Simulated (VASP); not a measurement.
# WSe2 (P6_3/mmc) in VASP: a series of runs

The runs below take WSe2 through single point, relaxation of the atoms, with PBEsol.

All numbers are computed with VASP 6.6.1; they aren't measurements. Logs are shortened: lines on timing, memory, paths and dates and some standing lists are left out, and cuts for length are marked.

**1. The cell of the first run**

Symmetry: P6_3/mmc, No. 194, hexagonal system. Conventional cell: a = 3.304 Å, b = 3.304 Å, c = 13.166 Å, α = 90.00°, β = 90.00°, γ = 120.00°. W (site symmetry -6m2) has 6 Se at 2.53 Å and 6 W at 3.30 Å within 3.4 Å. Within 3.4 Å of Se (site symmetry 3m) lie 3 W at 2.53 Å and 7 Se at 3.30 to 3.32 Å.

**2. Single point, PBEsol**

File INCAR:

```
SYSTEM = WSe2
PREC     = Accurate       ! precision mode
ENCUT    = 520            ! plane-wave cutoff, eV
EDIFF    = 1E-6           ! SCF threshold, eV
ISMEAR   = 0              ! smearing method
SIGMA    = 0.02           ! smearing width, eV
LREAL    = .FALSE.        ! projectors in reciprocal space
LASPH    = .TRUE.         ! aspherical terms in the spheres
NELM     = 100            ! most SCF steps
ALGO     = Normal         ! electronic algorithm
ISIF     = 2              ! what is computed and relaxed
LWAVE    = .FALSE.        ! write WAVECAR
LCHARG   = .FALSE.        ! write CHGCAR
GGA      = PS             ! functional
NBANDS   = 35             ! bands
```

File KPOINTS:

```
regular mesh
0
G
  12 12 2
  0 0 0
```

File POSCAR:

```
WSe2
1.0
    3.3038068174      0.0000000000      0.0000000000
   -1.6519034087      2.8611806331      0.0000000000
    0.0000000000      0.0000000000     13.1659819264
W Se
2 4
Direct
    0.6666666667      0.3333333333      0.7500000000
    0.3333333333      0.6666666667      0.2500000000
    0.3333333333      0.6666666667      0.8762195259
    0.6666666667      0.3333333333      0.3762195259
    0.3333333333      0.6666666667      0.6237804741
    0.6666666667      0.3333333333      0.1237804741
```

Potentials or basis: VASP PAW PBE potentials, release 64 (W_sv, Se).

Run with:

```
$ cat potpaw_PBE.64/W_sv/POTCAR potpaw_PBE.64/Se/POTCAR > POTCAR
$ mpirun -np 1 vasp_std > vasp.out
```

OUTCAR:

```text
SYSTEM = WSe2
   PREC = Accurate
   ENCUT = 520
   EDIFF = 1E-6
   ISMEAR = 0
   LREAL = .FALSE.
   LASPH = .TRUE.
   NELM = 100
   ISIF = 2
   GGA = PS

 ion  position               nearest neighbor table
   1  0.667  0.333  0.750-   3 2.53   5 2.53   3 2.53   5 2.53   3 2.53   5 2.53
   2  0.333  0.667  0.250-   4 2.53   6 2.53   4 2.53   6 2.53   4 2.53   6 2.53
   3  0.333  0.667  0.876-   1 2.53   1 2.53   1 2.53
   4  0.667  0.333  0.376-   2 2.53   2 2.53   2 2.53
   5  0.333  0.667  0.624-   1 2.53   1 2.53   1 2.53
   6  0.667  0.333  0.124-   2 2.53   2 2.53   2 2.53

  LATTYP: Found a hexagonal cell.
 ALAT       =     3.3038068174
 C/A-ratio  =     3.9850943636

  Lattice vectors:

 A1 = (   3.3038068174,   0.0000000000,   0.0000000000)
 A2 = (  -1.6519034087,   2.8611806331,   0.0000000000)
 A3 = (   0.0000000000,   0.0000000000,  13.1659819264)

Analysis of symmetry for initial positions (statically):
=====================================================================
 Subroutine PRICEL returns:
 Original cell was already a primitive cell.

 Routine SETGRP: Setting up the symmetry group for a
 hexagonal supercell.

 Subroutine GETGRP returns: Found 24 space group operations
 (whereof 12 operations were pure point group operations)
 out of a pool of 24 trial point group operations.

The static configuration has the point symmetry D_3d.
 The point group associated with its full space group is D_6h.

Analysis of symmetry for dynamics (positions and initial velocities):
=====================================================================
 Subroutine PRICEL returns:
 Original cell was already a primitive cell.

 Routine SETGRP: Setting up the symmetry group for a
 hexagonal supercell.

 Subroutine GETGRP returns: Found 24 space group operations
 (whereof 12 operations were pure point group operations)
 out of a pool of 24 trial point group operations.

The dynamic configuration has the point symmetry D_3d.
 The point group associated with its full space group is D_6h.

 Subroutine INISYM returns: Found 24 space group operations
 (whereof 12 operations are pure point group operations),
 and found     1 'primitive' translations

----------------------------------------------------------------------------------------

                                     Primitive cell

  volume of cell :     124.4552

  direct lattice vectors                    reciprocal lattice vectors
     3.303806817  0.000000000  0.000000000     0.302681136  0.174753035  0.000000000
    -1.651903409  2.861180633  0.000000000     0.000000000  0.349506070  0.000000000
     0.000000000  0.000000000 13.165981926     0.000000000  0.000000000  0.075953317

  length of vectors
     3.303806817  3.303806817 13.165981926     0.349506070  0.349506070  0.075953317

  position of ions in fractional coordinates (direct lattice)
     0.666666667  0.333333333  0.750000000
     0.333333333  0.666666667  0.250000000
     0.333333333  0.666666667  0.876219526
     0.666666667  0.333333333  0.376219526
     0.333333333  0.666666667  0.623780474
     0.666666667  0.333333333  0.123780474

  ion indices of the primitive-cell ions
   primitive index   ion index
                 1           1
                 2           2
                 3           3
                 4           4
                 5           5
                 6           6

----------------------------------------------------------------------------------------

 KPOINTS: regular mesh

Automatic generation of k-mesh.
 Grid dimensions read from file:
 generate k-points for:   12   12    2

 Generating k-lattice:

  Cartesian coordinates                     Fractional coordinates (reciprocal lattice)
     0.025223428  0.014562753  0.000000000     0.083333333 -0.000000000  0.000000000
     0.000000000  0.029125506  0.000000000     0.000000000  0.083333333  0.000000000
     0.000000000  0.000000000  0.037976659     0.000000000  0.000000000  0.500000000

  Length of vectors
     0.029125506  0.029125506  0.037976659

  Shift w.r.t. Gamma in fractional coordinates (k-lattice)
     0.000000000  0.000000000  0.000000000

 Subroutine IBZKPT returns following result:
 ===========================================

 Found     38 irreducible k-points:

 Following reciprocal coordinates:
            Coordinates               Weight
  0.000000  0.000000  0.000000      1.000000
  0.083333  0.000000  0.000000      6.000000
  0.166667  0.000000  0.000000      6.000000
  0.250000  0.000000  0.000000      6.000000
  0.333333  0.000000  0.000000      6.000000
  0.416667  0.000000  0.000000      6.000000
[... 16 lines left out ...]
  0.250000  0.000000  0.500000      6.000000
  0.333333  0.000000  0.500000      6.000000
 [... further k-points ...]
   k-points           NKPTS =     38   k-points in BZ     NKDIM =     38   number of bands    NBANDS=     35
   number of dos      NEDOS =    301   number of ions     NIONS =      6
   total plane-waves  NPLWV =  76832
   dimension x,y,z NGX =    28 NGY =   28 NGZ =   98
   dimension x,y,z NGXF=    56 NGYF=   56 NGZF=  196
   ions per type =               2   4
   NGX,Y,Z   is equivalent  to a cutoff of  14.09, 14.09, 12.37 a.u.
   NGXF,Y,Z  is equivalent  to a cutoff of  28.18, 28.18, 24.75 a.u.
 SYSTEM =  WSe2
   PREC   = accura    normal or accurate (medium, high low for compatibility)
   ISTART =      0    job   : 0-new  1-cont  2-samecut
   ICHARG =      2    charge: 1-file 2-atom 10-const
   ISPIN  =      1    spin polarized calculation?
   LNONCOLLINEAR =      F non collinear calculations
   LSORBIT =      F    spin-orbit coupling
   LASPH  =      T    aspherical Exc in radial PAW
   ENCUT  =  520.0 eV  38.22 Ry    6.18 a.u.   6.14  6.14 24.48*2*pi/ulx,y,z
   NELM   =    100;   NELMIN=  2; NELMDL= -5     # of ELM steps
   EDIFF  = 0.1E-05   stopping-criterion for ELM
   LREAL  =      F    real-space projection
   EDIFFG = 0.1E-04   stopping-criterion for IOM
   NSW    =      0    number of steps for IOM
   IBRION =     -1    ionic relax: 0-MD 1-quasi-New 2-CG
   NFREE  =      0    steps in history (QN), initial steepest desc. (CG)
   ISIF   =      2    stress and relaxation
   ISYM   =      2    0-nonsym 1-usesym 2-fastsym
   POTIM  = 0.5000    time-step for ionic-motion
   TEBEG  =    0.0;   TEEND  =   0.0 temperature during run
   PSTRESS=    0.0 pullay stress
   NELECT =      52.0000    total number of electrons
   NUPDOWN=      -1.0000    fix difference up-down
   EMIN   =  10.00;   EMAX   =-10.00  energy-range for DOS
   EFERMI =   0.00;   METHOD = LEGACY
   ISMEAR =     0;   SIGMA  =   0.02  broadening in eV -4-tet -1-fermi 0-gaus
   EFERMI_NEDOS =   21; number of points for ismear=-14 and -15
   IALGO  =     38    algorithm
   IMIX   =      4    mixing-type and parameters
     AMIX     =   0.40;   BMIX     =  1.00
     AMIX_MAG =   1.60;   BMIX_MAG =  1.00
  volume/ion in A,a.u.               =      20.74       139.98
  Fermi-wavevector in a.u.,A,eV,Ry     =   1.223878  2.312795 20.379867  1.497878
  Thomas-Fermi vector in A             =   2.358973
   LORBIT       =      0    0 simple, 1 ext, 2 COOP (PROOUT), +10 PAW based schemes
   GGA     = PS    functional components
   LHFCALC =     F    Hartree Fock is set to
   AEXX    =    0.0000 exact exchange contribution
   IVDW    =     0    specifies the selected vdW correction
   LEPSILON=     F    determine dielectric tensor
   LRPA    =     F    only Hartree local field effects (RPA)
 non-spin polarized calculation
 Gauss-broadening in eV      SIGMA  =   0.02
  energy-cutoff  :      520.00
  volume of cell :      124.46
 maximum number of plane-waves:      3397
 NGX is ok and might be reduce to    28
   NGX = 13   NGY = 13   NGZ = 49

 number of electron      51.9999998 magnetization

 Free energy of the ion-electron system (eV)
  ---------------------------------------------------
  ext. energy  EPLUGINS =         0.00000000
  ---------------------------------------------------
  free energy    TOTEN  =       -46.53653297 eV

  energy without entropy =      -46.53653297  energy(sigma->0) =      -46.53653297

 E-fermi :   6.1389     XC(G=0): -10.7549

 val. band max:        5.8671515605   @ k =   0.0000   0.0000   0.0000
 cond. band min:       6.8771307192   @ k =   0.1667   0.1667   0.0000
 fundamental gap:      1.0099791586
 Fermi energy:         6.1389149987

 k-point     1 :       0.0000    0.0000    0.0000
  band No.  band energies     occupation
      1     -68.4257      2.00000
      2     -68.4256      2.00000
      3     -32.6672      2.00000
      4     -32.6672      2.00000
      5     -32.5509      2.00000
      6     -32.5509      2.00000
[... 27 lines left out ...]
     34       8.8078      0.00000
     35      10.1812      0.00000

 k-point     2 :       0.0833    0.0000    0.0000
  band No.  band energies     occupation
      1     -68.4250      2.00000
      2     -68.4250      2.00000
      3     -32.6643      2.00000
      4     -32.6643      2.00000
      5     -32.5662      2.00000
      6     -32.5662      2.00000
[... 27 lines left out ...]
     34       8.7360      0.00000
     35      10.8182      0.00000

 k-point     3 :       0.1667    0.0000    0.0000
  band No.  band energies     occupation
      1     -68.4232      2.00000
      2     -68.4232      2.00000
      3     -32.6563      2.00000
      4     -32.6562      2.00000
      5     -32.6078      2.00000
      6     -32.6078      2.00000
[... 27 lines left out ...]
     34       9.1926      0.00000
     35      11.7618      0.00000
[... 723 lines left out ...]
 k-point    23 :       0.2500    0.0000    0.5000
  band No.  band energies     occupation
      1     -68.4207      2.00000
      2     -68.4207      2.00000
      3     -32.6641      2.00000
      4     -32.6641      2.00000
      5     -32.6453      2.00000
      6     -32.6453      2.00000
[... 27 lines left out ...]
     34       9.5366      0.00000
     35      12.1727      0.00000

 k-point    24 :       0.3333    0.0000    0.5000
  band No.  band energies     occupation
      1     -68.4183      2.00000
      2     -68.4183      2.00000
      3     -32.7198      2.00000
      4     -32.7198      2.00000
      5     -32.6343      2.00000
      6     -32.6343      2.00000
[... 27 lines left out ...]
     34       9.8216      0.00000
     35      11.4161      0.00000

 [... further k-points ...]
[... 5 lines left out ...]
  --------------------------------------------------------------------------------------
  -------------------------------------------------------------------------------------
  Total       -1.4445795     -1.4445795      0.3805661     -0.0000000     -0.0000000      0.0000000
  in kB      -18.5968265    -18.5968265      4.8992262     -0.0000000     -0.0000000      0.0000000
  external PRESSURE =     -10.7648089 kB  Pullay stress =       0.0000000 kB

 VOLUME and BASIS-vectors are now :
 -----------------------------------------------------------------------------
  energy-cutoff  :      520.00
  volume of cell :      124.46
      direct lattice vectors                 reciprocal lattice vectors
     3.303806817  0.000000000  0.000000000     0.302681136  0.174753035  0.000000000
    -1.651903409  2.861180633  0.000000000     0.000000000  0.349506070  0.000000000
     0.000000000  0.000000000 13.165981926     0.000000000  0.000000000  0.075953317

 POSITION                                       TOTAL-FORCE (eV/Angst)
 -----------------------------------------------------------------------------------
      1.65190      0.95373      9.87449         0.000000     -0.000000     -0.000000
     -0.00000      1.90745      3.29150        -0.000000      0.000000     -0.000000
     -0.00000      1.90745     11.53629        -0.000000      0.000000      0.059353
      1.65190      0.95373      4.95330        -0.000000     -0.000000      0.059353
     -0.00000      1.90745      8.21268        -0.000000      0.000000     -0.059353
      1.65190      0.95373      1.62969         0.000000     -0.000000     -0.059353
 -----------------------------------------------------------------------------------
    total drift:                               -0.000000      0.000000     -0.000000

  FREE ENERGIE OF THE ION-ELECTRON SYSTEM (eV)
  ---------------------------------------------------
  free  energy   TOTEN  =       -46.5365329729 eV

  energy  without entropy=      -46.5365329729  energy(sigma->0) =      -46.53653297
```

It took 2.1 min on 1 thread of AMD EPYC 9R45 (Zen 5), shared host; peak memory 0.3 GiB.

Results:

```
Free energy            : -46.5365 eV
Pressure               : -1.1 GPa
Largest force          : 0.059 eV/Å
Band gap on the k mesh : 1.01 eV (least direct gap 1.47 eV)
```

Forces in eV/Å, atoms in the order of the input:
```
W    0.000  0.000  0.000
W    0.000  0.000  0.000
Se   0.000  0.000  0.059
Se   0.000  0.000  0.059
Se   0.000  0.000 -0.059
Se   0.000  0.000 -0.059
```

Levels at points of the mesh, in eV from the valence-band top:
```csv
k point,band 24,band 25,band 26,band 27,band 28,band 29
"(0.00, 0.00, 0.00)",-1.14,-1.04,0.00,2.63,2.63,2.66
"(0.50, 0.00, 0.00)",-1.37,-1.27,-1.17,2.06,2.10,2.30
"(0.00, 0.00, 0.50)",-1.58,-0.22,-0.22,2.63,2.63,2.63
"(0.50, 0.00, 0.50)",-1.32,-1.27,-1.27,2.08,2.08,2.47
```

Caveat: the PAW data sets were made with another functional, which shifts forces and pressure a little; spin-orbit coupling is left out, which moves the levels of the heavy elements; this functional lacks dispersion, which binds layers or chains, so the pressure and a relaxed spacing across them are unreliable. A k mesh can miss the band edges.

**3. Single point, PBEsol (biaxial strain in the a-b plane: +2.0 %)**

File INCAR:

```
SYSTEM = WSe2
PREC     = Accurate       ! precision mode
ENCUT    = 520            ! plane-wave cutoff, eV
EDIFF    = 1E-6           ! SCF threshold, eV
ISMEAR   = 0              ! smearing method
SIGMA    = 0.02           ! smearing width, eV
LREAL    = .False.        ! projectors in reciprocal space
LASPH    = .True.         ! aspherical terms in the spheres
NELM     = 100            ! most SCF steps
ALGO     = Normal         ! electronic algorithm
ISIF     = 2              ! what is computed and relaxed
LWAVE    = .False.        ! write WAVECAR
LCHARG   = .False.        ! write CHGCAR
GGA      = PS             ! functional
NBANDS   = 35             ! bands
```

File KPOINTS:

```
regular mesh
0
Gamma
  12 12 2
  0 0 0
```

POSCAR, as its differences from that of step 2:

```diff
@@ -2,5 +2,5 @@
 1.0
-    3.3038068174      0.0000000000      0.0000000000
-   -1.6519034087      2.8611806331      0.0000000000
-    0.0000000000      0.0000000000     13.1659819264
+    3.3365177760      0.0000000000      0.0000000000
+   -1.6682588880      2.8895091542      0.0000000000
+    0.0000000000      0.0000000000     13.0649878078
 W Se
```

Potentials or basis: VASP PAW PBE potentials, release 64 (W_sv, Se).

Run with:

```
$ cat potpaw_PBE.64/W_sv/POTCAR potpaw_PBE.64/Se/POTCAR > POTCAR
$ mpirun -np 1 vasp_std > vasp.out
```

It took 2.3 min on 1 thread of AMD EPYC 9R45 (Zen 5), shared host; peak memory 0.3 GiB.

The run converged. Its results:

```
Free energy            : -46.4890 eV
Pressure               : -2.4 GPa
Largest force          : 0.066 eV/Å
Band gap on the k mesh : 0.97 eV (least direct gap 1.35 eV)
```

Forces on the atoms (eV/Å):
```
W    0.000  0.000  0.000
W    0.000  0.000  0.000
Se   0.000  0.000  0.066
Se   0.000  0.000  0.066
Se   0.000  0.000 -0.066
Se   0.000  0.000 -0.066
```

Stress tensor (GPa, compression positive):
```
-3.90  0.00  0.00
 0.00 -3.90  0.00
 0.00  0.00  0.63
```

Levels at points of the mesh, in eV from the valence-band top:
| k point | band 23 | band 24 | band 25 | band 26 | band 27 | band 28 | band 29 | band 30 |
| --- | --- | --- | --- | --- | --- | --- | --- | --- |
| (0.00, 0.00, 0.00) | -1.73 | -1.07 | -0.99 | 0.00 | 2.46 | 2.46 | 2.49 | 2.49 |
| (0.50, 0.00, 0.00) | -1.55 | -1.47 | -1.35 | -1.31 | 1.85 | 1.89 | 2.15 | 2.36 |
| (0.00, 0.00, 0.50) | -1.75 | -1.75 | -0.20 | -0.20 | 2.46 | 2.46 | 2.46 | 2.46 |
| (0.50, 0.00, 0.50) | -1.45 | -1.45 | -1.38 | -1.38 | 1.86 | 1.86 | 2.28 | 2.28 |

Caveat: the cell differs from its parent crystal (biaxial strain in the a-b plane: +2.0 %); the PAW data sets were made with another functional, which shifts forces and pressure a little; spin-orbit coupling is left out, which moves the levels of the heavy elements; this functional lacks dispersion, which binds layers or chains, so the pressure and a relaxed spacing across them are unreliable. A k mesh can miss the band edges.

[end of part 1 of 2]
